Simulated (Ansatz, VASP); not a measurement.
Si2Ni: VASP beside Ansatz

The input INCAR:

```
PREC = Accurate ; ENCUT = 600
EDIFF = 1E-6 ; ISMEAR = -1
SIGMA = 0.05 ; LREAL = F
LASPH = T ; NELM = 150
ALGO = Normal ; ISIF = 3
LWAVE = F ; LCHARG = F
ISPIN = 2 ; MAGMOM = 1 0 0
LORBIT = 11 ; LMAXMIX = 4
LDAU = T ; LDAUTYPE = 2
LDAUL = 2 -1 ; LDAUU = 5 0
LDAUJ = 0 0 ; LDAUPRINT = 1
GGA = PE ; IBRION = 2
NSW = 60 ; EDIFFG = -0.01
```

KPOINTS

```
Automatic mesh
0
Gamma
  9 9 9
```

The input POSCAR:

```
Si2Ni
1.0
    0.0000000000      2.7030000000      2.7030000000
    2.7030000000      0.0000000000      2.7030000000
    2.7030000000      2.7030000000      0.0000000000
Ni Si
1 2
Direct
    0.0000000000      0.0000000000      0.0000000000
    0.7500000000      0.7500000000      0.7500000000
    0.2500000000      0.2500000000      0.2500000000
```

The input input.yaml:

```yaml
crystal:
  lattice:
    - [0.0, 2.703, 2.703]
    - [2.703, 0.0, 2.703]
    - [2.703, 2.703, 0.0]
  atoms:
    - { symbol: Ni, position: [0.0, 0.0, 0.0], spin: 1.0 }
    - { symbol: Si, position: [0.75, 0.75, 0.75] }
    - { symbol: Si, position: [0.25, 0.25, 0.25] }
hamiltonian:
  xc: pbe
  pseudopotentials: { kind: paw }
  hubbard: { sites: [{ species: Ni, l: d, u_eff: 5.0 }] }
magnetization:
  spin_polarized: true
kpoints:
  mp_grid: { grid: [9, 9, 9] }
scf:
  occupations: { method: fermi_dirac, width: 0.05 }
output:
  forces: true
  stress: true
  eigenvalues: true
relax:
  f_tol: 0.01
  max_steps: 40
  cell: { stress_tol: 0.05 }
```

Alike in both runs: task relaxation of cell and atoms; functional PBE; k mesh 9 × 9 × 9; occupations fermi-dirac, width 0.05 eV; collinear spin; Hubbard terms Ni d U = 5.0 eV.

|  | VASP | Ansatz |
| --- | --- | --- |
| version | VASP 6.6.1 | Ansatz 0.2.0 |
| potentials or method | VASP PAW PBE potentials, release 64 (Ni, Si) | Ansatz PAW |
| plane-wave cutoff (eV) | 600 | 420 |
| valence electrons in the cell | 18 | 26 |

```csv
,VASP,Ansatz,Ansatz less VASP
"gap on the k mesh at the Fermi level, each at its own relaxed structure (eV)",none,none,-
net moment per atom (μB),0.00,0.00,0.000
relaxed volume (Å³/atom),13.06,13.47,+0.407
relaxed cell length with the largest relative difference (Å),3.813,3.852,+0.0392
```

The programs project onto different local orbitals, so the same U acts differently, and such runs can settle in different states. A gap of «none» marks a metal or a gap that the smearing closes. VASP's potentials hold 18 valence electrons a cell and Ansatz's 26, so a difference there can come from the potentials and not from the codes.

Noted on Ansatz's run: the magnetic or orbital state may not be the lowest; the plane-wave basis is chosen anew once the cell has moved, so the energies of steps on either side of that aren't comparable.
